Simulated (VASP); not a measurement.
# Zn (R-3m) in VASP: notebook

Runs on Zn. Level: PBEsol. Tasks: single point.

All numbers are computed with VASP 6.6.1; they aren't measurements. Logs are shortened: lines on timing, memory, paths and dates and some standing lists are left out, and cuts for length are marked.

### 1 The cell of the first run

It takes space group R-3m (No. 166, trigonal). Conventional cell: a = 3.825 Å, b = 3.825 Å, c = 3.483 Å, α = 90.00°, β = 90.00°, γ = 120.00°. Within 3.3 Å of Zn (site symmetry -3m) lie 12 Zn at 2.49 to 3.20 Å.

### 2 Single point, PBEsol

Input file INCAR:

```
PREC = Accurate
ENCUT = 520
EDIFF = 1E-6
ISMEAR = 0
SIGMA = 0.15
LREAL = F
LASPH = T
NELM = 60
ALGO = Fast
ISIF = 2
LWAVE = F
LCHARG = F
GGA = PS
NBANDS = 12
```

Input file KPOINTS:

```
Automatic mesh
0
Gamma
  22 22 22
```

Input file POSCAR:

```
Zn
1.0
   -1.1327962557      1.5718505943      1.5718505943
    1.5718505943     -1.1327962557      1.5718505943
    1.5718505943      1.5718505943     -1.1327962557
Zn
1
Direct
    0.0000000000      0.0000000000      0.0000000000
```

Potentials or basis: VASP PAW PBE potentials, release 64 (Zn).

Launch:

```
$ cat potpaw_PBE.64/Zn/POTCAR > POTCAR
$ mpirun -np 1 vasp_std > vasp.out
```

OUTCAR:

```text
PREC = Accurate
   ENCUT = 520
   EDIFF = 1E-6
   ISMEAR = 0
   LREAL = F
   LASPH = T
   NELM = 60
   ISIF = 2
   GGA = PS

 ion  position               nearest neighbor table
   1  0.000  0.000  0.000-

  LATTYP: Found a trigonal (rhomboedric) cell.
 ALAT       =     2.4949260387
 COS(alpha) =    -0.1751837620

  Lattice vectors:

 A1 = (  -1.1327962557,   1.5718505943,   1.5718505943)
 A2 = (   1.5718505943,  -1.1327962557,   1.5718505943)
 A3 = (   1.5718505943,   1.5718505943,  -1.1327962557)

Analysis of symmetry for initial positions (statically):
=====================================================================
 Subroutine PRICEL returns:
 Original cell was already a primitive cell.

 Routine SETGRP: Setting up the symmetry group for a
 trigonal (rhombohedral) supercell.

 Subroutine GETGRP returns: Found 12 space group operations
 (whereof 12 operations were pure point group operations)
 out of a pool of 12 trial point group operations.

The static configuration has the point symmetry D_3d.

Analysis of symmetry for dynamics (positions and initial velocities):
=====================================================================
 Subroutine PRICEL returns:
 Original cell was already a primitive cell.

 Routine SETGRP: Setting up the symmetry group for a
 trigonal (rhombohedral) supercell.

 Subroutine GETGRP returns: Found 12 space group operations
 (whereof 12 operations were pure point group operations)
 out of a pool of 12 trial point group operations.

The dynamic configuration has the point symmetry D_3d.

 Subroutine INISYM returns: Found 12 space group operations
 (whereof 12 operations are pure point group operations),
 and found     1 'primitive' translations

----------------------------------------------------------------------------------------

                                     Primitive cell

  volume of cell :      14.7100

  direct lattice vectors                    reciprocal lattice vectors
    -1.132796256  1.571850594  1.571850594    -0.080726508  0.289007529  0.289007529
     1.571850594 -1.132796256  1.571850594     0.289007529 -0.080726508  0.289007529
     1.571850594  1.571850594 -1.132796256     0.289007529  0.289007529 -0.080726508

  length of vectors
     2.494926039  2.494926039  2.494926039     0.416614298  0.416614298  0.416614298

  position of ions in fractional coordinates (direct lattice)
     0.000000000  0.000000000  0.000000000

  ion indices of the primitive-cell ions
   primitive index   ion index
                 1           1

----------------------------------------------------------------------------------------

 KPOINTS: Automatic mesh

Automatic generation of k-mesh.
 Grid dimensions read from file:
 generate k-points for:   22   22   22

 Generating k-lattice:

  Cartesian coordinates                     Fractional coordinates (reciprocal lattice)
    -0.003669387  0.013136706  0.013136706     0.045454545 -0.000000000 -0.000000000
     0.013136706 -0.003669387  0.013136706    -0.000000000  0.045454545 -0.000000000
     0.013136706  0.013136706 -0.003669387    -0.000000000 -0.000000000  0.045454545

  Length of vectors
     0.018937014  0.018937014  0.018937014

  Shift w.r.t. Gamma in fractional coordinates (k-lattice)
     0.000000000  0.000000000  0.000000000

 Subroutine IBZKPT returns following result:
 ===========================================

 Found   1024 irreducible k-points:

 Following reciprocal coordinates:
            Coordinates               Weight
  0.000000  0.000000  0.000000      1.000000
  0.045455 -0.000000 -0.000000      6.000000
  0.090909 -0.000000 -0.000000      6.000000
  0.136364 -0.000000 -0.000000      6.000000
  0.181818  0.000000  0.000000      6.000000
  0.227273 -0.000000 -0.000000      6.000000
[... 16 lines left out ...]
  0.500000  0.045455  0.000000     12.000000
 -0.454545  0.045455  0.000000     12.000000
 [... further k-points ...]
   k-points           NKPTS =   1024   k-points in BZ     NKDIM =   1024   number of bands    NBANDS=     12
   number of dos      NEDOS =    301   number of ions     NIONS =      1
   total plane-waves  NPLWV =   8000
   dimension x,y,z NGX =    20 NGY =   20 NGZ =   20
   dimension x,y,z NGXF=    40 NGYF=   40 NGZF=   40
   ions per type =               1
   NGX,Y,Z   is equivalent  to a cutoff of  13.33, 13.33, 13.33 a.u.
   NGXF,Y,Z  is equivalent  to a cutoff of  26.65, 26.65, 26.65 a.u.
 SYSTEM =  unknown system
   PREC   = accura    normal or accurate (medium, high low for compatibility)
   ISTART =      0    job   : 0-new  1-cont  2-samecut
   ICHARG =      2    charge: 1-file 2-atom 10-const
   ISPIN  =      1    spin polarized calculation?
   LNONCOLLINEAR =      F non collinear calculations
   LSORBIT =      F    spin-orbit coupling
   LASPH  =      T    aspherical Exc in radial PAW
   ENCUT  =  520.0 eV  38.22 Ry    6.18 a.u.   4.64  4.64  4.64*2*pi/ulx,y,z
   NELM   =     60;   NELMIN=  2; NELMDL= -5     # of ELM steps
   EDIFF  = 0.1E-05   stopping-criterion for ELM
   LREAL  =      F    real-space projection
   EDIFFG = 0.1E-04   stopping-criterion for IOM
   NSW    =      0    number of steps for IOM
   IBRION =     -1    ionic relax: 0-MD 1-quasi-New 2-CG
   NFREE  =      0    steps in history (QN), initial steepest desc. (CG)
   ISIF   =      2    stress and relaxation
   ISYM   =      2    0-nonsym 1-usesym 2-fastsym
   POTIM  = 0.5000    time-step for ionic-motion
   TEBEG  =    0.0;   TEEND  =   0.0 temperature during run
   PSTRESS=    0.0 pullay stress
   NELECT =      12.0000    total number of electrons
   NUPDOWN=      -1.0000    fix difference up-down
   EMIN   =  10.00;   EMAX   =-10.00  energy-range for DOS
   EFERMI =   0.00;   METHOD = LEGACY
   ISMEAR =     0;   SIGMA  =   0.15  broadening in eV -4-tet -1-fermi 0-gaus
   EFERMI_NEDOS =   21; number of points for ismear=-14 and -15
   IALGO  =     68    algorithm
   IMIX   =      4    mixing-type and parameters
     AMIX     =   0.40;   BMIX     =  1.00
     AMIX_MAG =   1.60;   BMIX_MAG =  1.00
  volume/ion in A,a.u.               =      14.71        99.27
  Fermi-wavevector in a.u.,A,eV,Ry     =   1.529670  2.890657 31.836132  2.339890
  Thomas-Fermi vector in A             =   2.637259
   LORBIT       =      0    0 simple, 1 ext, 2 COOP (PROOUT), +10 PAW based schemes
   GGA     = PS    functional components
   LHFCALC =     F    Hartree Fock is set to
   AEXX    =    0.0000 exact exchange contribution
   IVDW    =     0    specifies the selected vdW correction
   LEPSILON=     F    determine dielectric tensor
   LRPA    =     F    only Hartree local field effects (RPA)
 non-spin polarized calculation
 RMM-DIIS sequential band-by-band and
 Gauss-broadening in eV      SIGMA  =   0.15
  energy-cutoff  :      520.00
  volume of cell :       14.71
 maximum number of plane-waves:       408
   NGX =  9   NGY =  9   NGZ =  9

 number of electron      11.9999982 magnetization

 Free energy of the ion-electron system (eV)
  ---------------------------------------------------
  ext. energy  EPLUGINS =         0.00000000
  ---------------------------------------------------
  free energy    TOTEN  =        -1.34726104 eV

  energy without entropy =       -1.34390932  energy(sigma->0) =       -1.34558518

 E-fermi :   2.9315     XC(G=0): -11.8390

 val. band max:        2.9293547465   @ k =   0.5000   0.5000   0.1364
 cond. band min:       2.9576191658   @ k =  -0.4545   0.0909   0.0909
 fundamental gap:      0.0282644193
 Fermi energy:         2.9314534876

 k-point     1 :       0.0000    0.0000    0.0000
  band No.  band energies     occupation
      1      -7.5233      2.00000
      2      -5.3531      2.00000
      3      -5.3531      2.00000
      4      -4.0856      2.00000
      5      -3.9732      2.00000
      6      -3.9732      2.00000
      7      17.7215      0.00000
      8      18.2550      0.00000
      9      18.2550      0.00000
     10      21.0834      0.00000
     11      21.0834      0.00000
     12      24.4899      0.00000

 k-point     2 :       0.0455   -0.0000   -0.0000
  band No.  band energies     occupation
      1      -7.4680      2.00000
      2      -5.3513      2.00000
      3      -5.3395      2.00000
      4      -4.0888      2.00000
      5      -3.9796      2.00000
      6      -3.9760      2.00000
      7      16.9517      0.00000
      8      17.9514      0.00000
      9      18.2345      0.00000
     10      21.2043      0.00000
     11      21.9768      0.00000
     12      24.8393      0.00000

 k-point     3 :       0.0909   -0.0000   -0.0000
  band No.  band energies     occupation
      1      -7.3039      2.00000
      2      -5.3464      2.00000
      3      -5.2981      2.00000
      4      -4.0993      2.00000
      5      -3.9979      2.00000
      6      -3.9824      2.00000
      7      15.1086      0.00000
      8      17.9614      0.00000
      9      18.1891      0.00000
     10      21.5498      0.00000
     11      23.0711      0.00000
     12      26.0695      0.00000
[... 286 lines left out ...]
 k-point    23 :       0.5000    0.0455    0.0000
  band No.  band energies     occupation
      1      -5.4659      2.00000
      2      -5.3040      2.00000
      3      -4.2492      2.00000
      4      -4.2049      2.00000
      5      -3.9672      2.00000
      6      -0.5240      2.00000
      7       0.6594      2.00000
      8      18.2323      0.00000
      9      19.2001      0.00000
     10      22.5326      0.00000
     11      24.5486      0.00000
     12      29.0487      0.00000

 k-point    24 :      -0.4545    0.0455    0.0000
  band No.  band energies     occupation
      1      -5.4706      2.00000
      2      -5.2996      2.00000
      3      -4.2621      2.00000
      4      -4.2086      2.00000
      5      -3.9692      2.00000
      6      -1.4371      2.00000
      7       1.7352      2.00000
      8      18.7289      0.00000
      9      19.3087      0.00000
     10      22.4146      0.00000
     11      24.2294      0.00000
     12      27.7244      0.00000

 [... further k-points ...]

------------------------ aborting loop because EDIFF is reached ----------------------------------------

  FORCE on cell =-STRESS in cart. coord.  units (eV):
  Direction    XX          YY          ZZ          XY          YZ          ZX
  --------------------------------------------------------------------------------------
  -------------------------------------------------------------------------------------
  Total        0.6671531      0.6671531      0.6671531     -0.3527023     -0.3527023     -0.3527023
  in kB       72.6646881     72.6646881     72.6646881    -38.4154744    -38.4154744    -38.4154744
  external PRESSURE =      72.6646881 kB  Pullay stress =       0.0000000 kB

 VOLUME and BASIS-vectors are now :
 -----------------------------------------------------------------------------
  energy-cutoff  :      520.00
  volume of cell :       14.71
      direct lattice vectors                 reciprocal lattice vectors
    -1.132796256  1.571850594  1.571850594    -0.080726508  0.289007529  0.289007529
     1.571850594 -1.132796256  1.571850594     0.289007529 -0.080726508  0.289007529
     1.571850594  1.571850594 -1.132796256     0.289007529  0.289007529 -0.080726508

 POSITION                                       TOTAL-FORCE (eV/Angst)
 -----------------------------------------------------------------------------------
      0.00000      0.00000      0.00000         0.000000      0.000000     -0.000000
 -----------------------------------------------------------------------------------
    total drift:                                0.000000     -0.000000      0.000000

  FREE ENERGIE OF THE ION-ELECTRON SYSTEM (eV)
  ---------------------------------------------------
  free  energy   TOTEN  =        -1.3472610409 eV

  energy  without entropy=       -1.3439093190  energy(sigma->0) =       -1.34558518
```

Wall time 2.2 min (1 thread of Intel Xeon Platinum 8488C (Sapphire Rapids), shared host); peak memory 0.27 GiB.

What came out:

- Free energy: -1.3473 eV
- Pressure: 7.3 GPa
- Band gap on the k mesh: zero (band 6 reaches 7.64 eV, above the bottom of band 7 at 0.58 eV)

Stress tensor (GPa, compression positive):
```
 7.27 -3.84 -3.84
-3.84  7.27 -3.84
-3.84 -3.84  7.27
```

Levels at points of the mesh, in eV from the Fermi level:
```csv
k point,band 4,band 5,band 6,band 7,band 8,band 9
"(0.00, 0.00, 0.00)",-7.02,-6.90,-6.90,14.79,15.32,15.32
"(0.50, 0.00, 0.00)",-7.13,-6.89,-3.49,-2.36,16.04,16.36
"(0.50, 0.50, 0.00)",-7.10,-6.53,-0.67,2.40,4.57,9.08
"(0.50, 0.50, 0.50)",-6.53,-6.53,4.71,4.71,7.14,9.93
```

Caveat: the PAW data sets were made with another functional, which shifts forces and pressure a little.

### 3 Single point, PBEsol

Input file INCAR:

```
SYSTEM = Zn
PREC = Accurate
ENCUT = 520
EDIFF = 1E-6
ISMEAR = 0
SIGMA = 0.15
LREAL = .False.
LASPH = .True.
NELM = 100
ALGO = Fast
ISIF = 2
LWAVE = .False.
LCHARG = .False.
GGA = PS
NBANDS = 12
```

Input file KPOINTS:

```
regular mesh
0
Gamma
  22 22 22
  0 0 0
```

Input file POSCAR:

```
Zn
1.0
   -0.7065012072      1.6631154529      1.6631154529
    1.6631154529     -0.7065012072      1.6631154529
    1.6631154529      1.6631154529     -0.7065012072
Zn
1
Direct
    0.0000000000      0.0000000000      0.0000000000
```

Potentials or basis: VASP PAW PBE potentials, release 64 (Zn).

Launch:

```
$ cat potpaw_PBE.64/Zn/POTCAR > POTCAR
$ mpirun -np 1 vasp_std > vasp.out
```

It took 99 s on 1 thread of Intel Xeon Platinum 8488C (Sapphire Rapids), shared host; peak memory 0.26 GiB.

The run converged. Its results:

```yaml
Free_energy: -1.2405 eV
Pressure: 11.8 GPa
Band_gap_on_the_k_mesh: zero (band 6 reaches 7.64 eV, above the bottom of band 7 at 0.30 eV)
```

Stress tensor (GPa, compression positive):
```
11.76  1.87  1.87
 1.87 11.76  1.87
 1.87  1.87 11.76
```

Levels at points of the mesh, in eV from the Fermi level:
```
           k point  band 3  band 4  band 5  band 6  band 7  band 8  band 9  band 10
(0.00, 0.00, 0.00)   -8.56   -6.92   -6.92   -6.90   14.11   14.11   14.28    17.24
(0.50, 0.00, 0.00)   -7.40   -7.34   -6.88   -3.68   -2.65   18.83   18.84    21.57
(0.50, 0.50, 0.00)   -7.31   -7.28   -6.53    0.62    2.16    3.70    6.93    22.85
(0.50, 0.50, 0.50)   -8.17   -6.51   -6.51    4.60    7.29    7.29    9.63    11.82
```

Caveat: the PAW data sets were made with another functional, which shifts forces and pressure a little.

### 4 Single point, PBEsol

This run uses another cell than the first one, of the same volume but with other edges.

Input file INCAR:

```
SYSTEM = Zn
ALGO     = Fast           ! electronic algorithm
EDIFF    = 1E-7           ! SCF threshold, eV
ENCUT    = 520            ! plane-wave cutoff, eV
GGA      = PS             ! functional
ISIF     = 2              ! what is computed and relaxed
ISMEAR   = 0              ! smearing method
LASPH    = .True.         ! aspherical terms in the spheres
LCHARG   = .False.        ! write CHGCAR
LREAL    = .False.        ! projectors in reciprocal space
LWAVE    = .False.        ! write WAVECAR
NBANDS   = 12             ! bands
NELM     = 60             ! most SCF steps
PREC     = Accurate       ! precision mode
SIGMA    = 0.15           ! smearing width, eV
```

Input file KPOINTS:

```
k-points
0
Gamma
  22 22 22
  0 0 0
```

Input file POSCAR:

```
Zn
1.0
   -1.7479171002      1.5501434052      1.5501434052
    1.5501434052     -1.7479171002      1.5501434052
    1.5501434052      1.5501434052     -1.7479171002
Zn
1
Direct
    0.0000000000      0.0000000000      0.0000000000
```

Launch:

```
$ cat potpaw_PBE.64/Zn/POTCAR > POTCAR
$ mpirun -np 1 vasp_std > vasp.out
```

It took 2.3 min on 1 thread of Intel Xeon Platinum 8488C (Sapphire Rapids), shared host; peak memory 0.29 GiB.

The run converged. Its results:

- Free energy: -1.4107 eV
- Pressure: 4.4 GPa
- Band gap on the k mesh: zero (band 6 reaches 6.64 eV, above the bottom of band 7 at 1.01 eV)

Stress tensor (GPa, compression positive):
```
4.35 7.80 7.80
7.80 4.35 7.80
7.80 7.80 4.35
```

Levels at points of the mesh, in eV from the Fermi level:
```csv
k point,band 2,band 3,band 4,band 5,band 6,band 7,band 8,band 9,band 10,band 11
"(0.00, 0.00, 0.00)",-8.27,-7.59,-7.59,-7.00,-7.00,15.85,15.85,18.34,19.72,19.72
"(0.50, 0.00, 0.00)",-7.97,-7.28,-7.21,-6.68,-1.73,1.06,10.92,12.80,15.38,16.73
"(0.50, 0.50, 0.00)",-8.19,-7.01,-6.98,-6.84,-3.28,-2.04,9.52,13.79,18.83,22.71
"(0.50, 0.50, 0.50)",-8.38,-7.03,-7.03,-6.53,3.60,5.35,5.35,8.72,9.25,9.25
```

Caveat: the PAW data sets were made with another functional, which shifts forces and pressure a little.

### 5 The runs side by side

```tsv
cell	further INCAR settings	gap on the mesh (eV)	pressure (GPa)
a = 2.495 Å, angles 100.1°, 1 atom	ALGO = Fast; EDIFF = 1e-06; NBANDS = 12	none	7.3
a = 2.456 Å, angles 86.0°, 1 atom	ALGO = Fast; EDIFF = 1e-06; NBANDS = 12	none	11.8
a = 2.804 Å, angles 112.6°, 1 atom	ALGO = Fast; EDIFF = 1e-07; NBANDS = 12	none	4.4
```

Alike in all rows: task single point; level PBEsol; potentials or basis VASP PAW PBE potentials, release 64 (Zn); no spin polarisation; k mesh 22 × 22 × 22; cutoff (eV) 520; smearing gaussian 0.15 eV.

Caveats: the PAW data sets were made with another functional, which shifts forces and pressure a little.

Absolute energies hang on the potentials; compare differences alone.
